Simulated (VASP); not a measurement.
# S (Fd-3m) in VASP: further runs

S is run at these levels: PBE; tasks: single point.

Everything below comes from runs of VASP 6.6.1. Logs are shortened: lines on timing, memory, paths and dates and some standing lists are left out, and cuts for length are marked.

### 1 The cell of the first run

Symmetry: Fd-3m, No. 227, cubic system. The conventional cell has a = 5.714 Å, b = 5.714 Å, c = 5.714 Å, α = 90.00°, β = 90.00°, γ = 90.00°. S (site symmetry -43m) has 4 S at 2.47 Å within 3.3 Å.

This isn't the form of S at room conditions, which is orthorhombic, of S8 rings.

### 2 Single point, PBE

INCAR

```
  PREC = Accurate
  ENCUT = 520
  EDIFF = 1E-6
  ISMEAR = -1
  SIGMA = 0.06122561905347299
  LREAL = False
  LASPH = True
  NELM = 100
  ALGO = Normal
  ISIF = 2
  LWAVE = False
  LCHARG = False
  GGA = PE
  NBANDS = 13
```

KPOINTS

```
regular mesh
0
Gamma
  11 11 11
```

POSCAR

```
S
1.0
    0.0000000000      2.8570912102      2.8570912102
    2.8570912102      0.0000000000      2.8570912102
    2.8570912102      2.8570912102      0.0000000000
S
2
Direct
    0.0000000000      0.0000000000      0.0000000000
    0.2500000000      0.2500000000      0.2500000000
```

Potentials or basis: VASP PAW PBE potentials, release 64 (S).

Run with:

```
> cat potpaw_PBE.64/S/POTCAR > POTCAR
> mpirun -np 1 vasp_std > vasp.out
```

OUTCAR:

```text
PREC = Accurate
   ENCUT = 520
   EDIFF = 1E-6
   ISMEAR = -1
   LREAL = False
   LASPH = True
   NELM = 100
   ISIF = 2
   GGA = PE

 ion  position               nearest neighbor table
   1  0.000  0.000  0.000-   2 2.47   2 2.47   2 2.47   2 2.47
   2  0.250  0.250  0.250-   1 2.47   1 2.47   1 2.47   1 2.47

  LATTYP: Found a face centered cubic cell.
 ALAT       =     5.7141824204

  Lattice vectors:

 A1 = (   0.0000000000,   2.8570912102,   2.8570912102)
 A2 = (   2.8570912102,   0.0000000000,   2.8570912102)
 A3 = (   2.8570912102,   2.8570912102,   0.0000000000)

Analysis of symmetry for initial positions (statically):
=====================================================================
 Subroutine PRICEL returns:
 Original cell was already a primitive cell.

 Routine SETGRP: Setting up the symmetry group for a
 face centered cubic supercell.

 Subroutine GETGRP returns: Found 48 space group operations
 (whereof 24 operations were pure point group operations)
 out of a pool of 48 trial point group operations.

The static configuration has the point symmetry T_d .
 The point group associated with its full space group is O_h .

Analysis of symmetry for dynamics (positions and initial velocities):
=====================================================================
 Subroutine PRICEL returns:
 Original cell was already a primitive cell.

 Routine SETGRP: Setting up the symmetry group for a
 face centered cubic supercell.

 Subroutine GETGRP returns: Found 48 space group operations
 (whereof 24 operations were pure point group operations)
 out of a pool of 48 trial point group operations.

The dynamic configuration has the point symmetry T_d .
 The point group associated with its full space group is O_h .

 Subroutine INISYM returns: Found 48 space group operations
 (whereof 24 operations are pure point group operations),
 and found     1 'primitive' translations

----------------------------------------------------------------------------------------

                                     Primitive cell

  volume of cell :      46.6447

  direct lattice vectors                    reciprocal lattice vectors
     0.000000000  2.857091210  2.857091210    -0.175003163  0.175003163  0.175003163
     2.857091210  0.000000000  2.857091210     0.175003163 -0.175003163  0.175003163
     2.857091210  2.857091210  0.000000000     0.175003163  0.175003163 -0.175003163
[... 86 lines left out ...]
   EDIFFG = 0.1E-04   stopping-criterion for IOM
   NSW    =      0    number of steps for IOM
   IBRION =     -1    ionic relax: 0-MD 1-quasi-New 2-CG
   NFREE  =      0    steps in history (QN), initial steepest desc. (CG)
   ISIF   =      2    stress and relaxation
   ISYM   =      2    0-nonsym 1-usesym 2-fastsym
   POTIM  = 0.5000    time-step for ionic-motion
   TEBEG  =    0.0;   TEEND  =   0.0 temperature during run
   PSTRESS=    0.0 pullay stress
   NELECT =      12.0000    total number of electrons
   NUPDOWN=      -1.0000    fix difference up-down
   EMIN   =  10.00;   EMAX   =-10.00  energy-range for DOS
   EFERMI =   0.00;   METHOD = LEGACY
   ISMEAR =    -1;   SIGMA  =   0.06  broadening in eV -4-tet -1-fermi 0-gaus
   EFERMI_NEDOS =   21; number of points for ismear=-14 and -15
   IALGO  =     38    algorithm
   IMIX   =      4    mixing-type and parameters
     AMIX     =   0.40;   BMIX     =  1.00
     AMIX_MAG =   1.60;   BMIX_MAG =  1.00
  volume/ion in A,a.u.               =      23.32       157.39
  Fermi-wavevector in a.u.,A,eV,Ry     =   1.041201  1.967584 14.750063  1.084099
  Thomas-Fermi vector in A             =   2.175811
   LORBIT       =      0    0 simple, 1 ext, 2 COOP (PROOUT), +10 PAW based schemes
   GGA     = PE    functional components
   LHFCALC =     F    Hartree Fock is set to
   AEXX    =    0.0000 exact exchange contribution
   IVDW    =     0    specifies the selected vdW correction
   LEPSILON=     F    determine dielectric tensor
   LRPA    =     F    only Hartree local field effects (RPA)
 non-spin polarized calculation
  energy-cutoff  :      520.00
  volume of cell :       46.64
 maximum number of plane-waves:      1275
 NGX is ok and might be reduce to    30
   NGX = 15   NGY = 15   NGZ = 15

 number of electron      12.0000002 magnetization

 Free energy of the ion-electron system (eV)
  ---------------------------------------------------
  ext. energy  EPLUGINS =         0.00000000
  ---------------------------------------------------
  free energy    TOTEN  =        -6.24920797 eV

  energy without entropy =       -6.22538044  energy(sigma->0) =       -6.23729421

 E-fermi :   3.8601     XC(G=0):  -8.8752

 val. band max:        3.8548318228   @ k =   0.2727   0.1818   0.0909
 cond. band min:       3.8618014514   @ k =   0.4545   0.0909   0.0000
 fundamental gap:      0.0069696286
 Fermi energy:         3.8600512679

 k-point     1 :       0.0000    0.0000    0.0000
  band No.  band energies     occupation
      1     -12.1796      2.00000
      2      -5.0902      2.00000
      3      -0.1268      2.00000
      4      -0.1268      2.00000
      5      -0.1268      2.00000
      6       2.8703      2.00000
      7       2.8703      2.00000
      8       2.8703      2.00000
      9       9.4861      0.00000
     10      11.6373      0.00000
     11      11.6373      0.00000
     12      14.4303      0.00000
     13      14.4303      0.00000
[... 354 lines left out ...]
  band No.  band energies     occupation
      1     -11.4712      2.00000
      2      -6.9458      2.00000
      3      -1.5010      2.00000
      4      -0.5906      2.00000
      5       0.6288      2.00000
      6       3.5938      1.97447
      7       3.6504      1.93687
      8       4.5715      0.00002
      9      10.4622      0.00000
     10      11.1636      0.00000
     11      11.5879      0.00000
     12      15.0108      0.00000
     13      15.3802      0.00000

 [... further k-points ...]
[... 5 lines left out ...]
  --------------------------------------------------------------------------------------
  -------------------------------------------------------------------------------------
  Total        0.5193129      0.5193129      0.5193129      0.0000000      0.0000000      0.0000000
  in kB       17.8376384     17.8376384     17.8376384      0.0000000      0.0000000      0.0000000
  external PRESSURE =      17.8376384 kB  Pullay stress =       0.0000000 kB

 VOLUME and BASIS-vectors are now :
 -----------------------------------------------------------------------------
  energy-cutoff  :      520.00
  volume of cell :       46.64
      direct lattice vectors                 reciprocal lattice vectors
     0.000000000  2.857091210  2.857091210    -0.175003163  0.175003163  0.175003163
     2.857091210  0.000000000  2.857091210     0.175003163 -0.175003163  0.175003163
     2.857091210  2.857091210  0.000000000     0.175003163  0.175003163 -0.175003163

 POSITION                                       TOTAL-FORCE (eV/Angst)
 -----------------------------------------------------------------------------------
      0.00000      0.00000      0.00000        -0.000000     -0.000000     -0.000000
      1.42855      1.42855      1.42855         0.000000      0.000000      0.000000
 -----------------------------------------------------------------------------------
    total drift:                                0.000000     -0.000000      0.000000

  FREE ENERGIE OF THE ION-ELECTRON SYSTEM (eV)
  ---------------------------------------------------
  free  energy   TOTEN  =        -6.2492079716 eV

  energy  without entropy=       -6.2253804437  energy(sigma->0) =       -6.23729421
```

OSZICAR:

```text
N       E                     dE             d eps       ncg     rms          rms(c)
DAV:   1     0.412136969135E+02    0.41214E+02   -0.50791E+03  1456   0.762E+02
DAV:   2    -0.382737454602E+01   -0.45041E+02   -0.42886E+02  2072   0.135E+02
DAV:   3    -0.622837005684E+01   -0.24010E+01   -0.23731E+01  1911   0.305E+01
DAV:   4    -0.625382050966E+01   -0.25450E-01   -0.25442E-01  1826   0.389E+00
DAV:   5    -0.625429231900E+01   -0.47181E-03   -0.47179E-03  1962   0.521E-01    0.154E+01
DAV:   6    -0.625084576339E+01    0.34466E-02   -0.14456E-03  1839   0.293E-01    0.922E+00
DAV:   7    -0.624909628391E+01    0.17495E-02   -0.33525E-03  1826   0.426E-01    0.620E-02
DAV:   8    -0.624917069291E+01   -0.74409E-04   -0.19955E-04  1846   0.943E-02    0.329E-02
DAV:   9    -0.624920605971E+01   -0.35367E-04   -0.32649E-05  1741   0.388E-02    0.688E-03
DAV:  10    -0.624920725003E+01   -0.11903E-05   -0.90112E-07  1633   0.612E-03    0.175E-03
DAV:  11    -0.624920797160E+01   -0.72157E-06   -0.93325E-07  1316   0.561E-03
   1 F= -.62492080E+01 E0= -.62372942E+01  d E =-.238275E-01
```

It took 51 s on 1 thread of Intel Xeon 8259CL, shared host; peak memory 0.17 GiB.

What came out:

```yaml
Free_energy: -6.2492 eV
Pressure: 1.8 GPa
Band_gap_on_the_k_mesh: zero (bands 6 and 7 overlap by 1.25 eV)
```

Levels at points of the mesh, in eV from the Fermi level:
```tsv
k point	band 4	band 5	band 6	band 7	band 8	band 9
(0.00, 0.00, 0.00)	-3.99	-3.99	-0.99	-0.99	-0.99	5.63
```

### 3 Single point, PBE

This run uses another cell than the first one, of 23.81 Å³/atom.

INCAR

```
SYSTEM = S
ALGO = Normal
EDIFF = 1E-7
ENCUT = 520
GGA = PE
ISIF = 2
ISMEAR = -1
LASPH = .True.
LCHARG = .False.
LREAL = .False.
LWAVE = .False.
NBANDS = 13
NELM = 60
PREC = Accurate
SIGMA = 0.06122561905347299
```

KPOINTS

```
k-points
0
Gamma
  11 11 11
  0 0 0
```

POSCAR

```
S
1.0
    0.0000000000      2.8767959102      2.8767959102
    2.8767959102      0.0000000000      2.8767959102
    2.8767959102      2.8767959102      0.0000000000
S
2
Direct
    0.0000000000      0.0000000000      0.0000000000
    0.2500000000      0.2500000000      0.2500000000
```

Potentials or basis: VASP PAW PBE potentials, release 64 (S).

Run with:

```
> cat potpaw_PBE.64/S/POTCAR > POTCAR
> mpirun -np 1 vasp_std > vasp.out
```

Run time: 62 s. Hardware: 1 thread of Intel Xeon 8259CL, shared host; peak memory 0.17 GiB.

The run converged. Its results:

- Free energy: -6.2572 eV
- Pressure: 0.8 GPa
- Band gap on the k mesh: zero (bands 6 and 7 overlap by 1.18 eV)

Levels at points of the mesh, in eV from the Fermi level:
```csv
k point,band 4,band 5,band 6,band 7,band 8,band 9
"(0.00, 0.00, 0.00)",-3.90,-3.90,-0.95,-0.95,-0.95,5.62
```

### 4 Single point, PBE

This run uses another cell than the first one, of 23.81 Å³/atom.

INCAR

```
PREC     = Accurate       # precision mode
ENCUT    = 520            # plane-wave cutoff, eV
EDIFF    = 1E-6           # SCF threshold, eV
ISMEAR   = -1             # smearing method
SIGMA    = 0.06122561905347299 # smearing width, eV
LREAL    = F              # projectors in reciprocal space
LASPH    = T              # aspherical terms in the spheres
NELM     = 100            # most SCF steps
ALGO     = Normal         # electronic algorithm
ISIF     = 2              # what is computed and relaxed
LWAVE    = F              # write WAVECAR
LCHARG   = T              # write CHGCAR
GGA      = PE             # functional
LELF     = T              # ELF
LVHAR    = T            
NBANDS   = 13             # bands
```

KPOINTS

```
Automatic mesh
0
Gamma
  11 11 11
```

POSCAR is that of step 3.

Run with:

```
> cat potpaw_PBE.64/S/POTCAR > POTCAR
> mpirun -np 1 vasp_std > vasp.out
```

It took 53 s on 1 thread of Intel Xeon 8259CL, shared host; peak memory 0.17 GiB.

It converged, with:

| Property | Result |
| --- | --- |
| Free energy | -6.2572 eV |
| Pressure | 0.8 GPa |
| Band gap on the k mesh | zero (bands 6 and 7 overlap by 1.18 eV) |

Levels at points of the mesh, in eV from the Fermi level:
| k point | band 4 | band 5 | band 6 | band 7 | band 8 | band 9 |
| --- | --- | --- | --- | --- | --- | --- |
| (0.00, 0.00, 0.00) | -3.90 | -3.90 | -0.95 | -0.95 | -0.95 | 5.62 |

### 5 Single point, PBE

This run uses another cell than the first one, of 24.29 Å³/atom.

INCAR

```
PREC = Accurate ; ENCUT = 520
EDIFF = 1E-6 ; ISMEAR = -1
SIGMA = 0.06122561905347299 ; LREAL = False
LASPH = True ; NELM = 80
ALGO = Normal ; ISIF = 2
LWAVE = False ; LCHARG = False
GGA = PE ; NBANDS = 13
```

KPOINTS

```
regular mesh
0
Gamma
  11 11 11
```

POSCAR

```
S
1.0
    0.0000000000      2.8962343100      2.8962343100
    2.8962343100      0.0000000000      2.8962343100
    2.8962343100      2.8962343100      0.0000000000
S
2
Direct
    0.0000000000      0.0000000000      0.0000000000
    0.2500000000      0.2500000000      0.2500000000
```

Run with:

```
> cat potpaw_PBE.64/S/POTCAR > POTCAR
> mpirun -np 1 vasp_std > vasp.out
```

It took 49 s on 1 thread of Intel Xeon 8259CL, shared host; peak memory 0.17 GiB.

It converged, with:

```
Free energy            : -6.2593 eV
Pressure               : -0.1 GPa
Band gap on the k mesh : zero (bands 6 and 7 overlap by 1.13 eV)
```

Levels at points of the mesh, in eV from the Fermi level:
| k point | band 4 | band 5 | band 6 | band 7 | band 8 | band 9 |
| --- | --- | --- | --- | --- | --- | --- |
| (0.00, 0.00, 0.00) | -3.82 | -3.82 | -0.92 | -0.92 | -0.92 | 5.61 |

### 6 The runs side by side

```csv
cell,gap on the mesh (eV),pressure (GPa)
"a = 4.041 Å, angles 60.0°, 2 atoms",none,1.8
"a = 4.068 Å, angles 60.0°, 2 atoms",none,0.8
"a = 4.096 Å, angles 60.0°, 2 atoms",none,-0.1
```

Alike in all rows: task single point; level PBE; potentials or basis VASP PAW PBE potentials, release 64 (S); no spin polarisation; k mesh 11 × 11 × 11; cutoff (eV) 520; smearing fermi-dirac 0.0612256 eV.

Absolute energies hang on the potentials; compare differences alone.
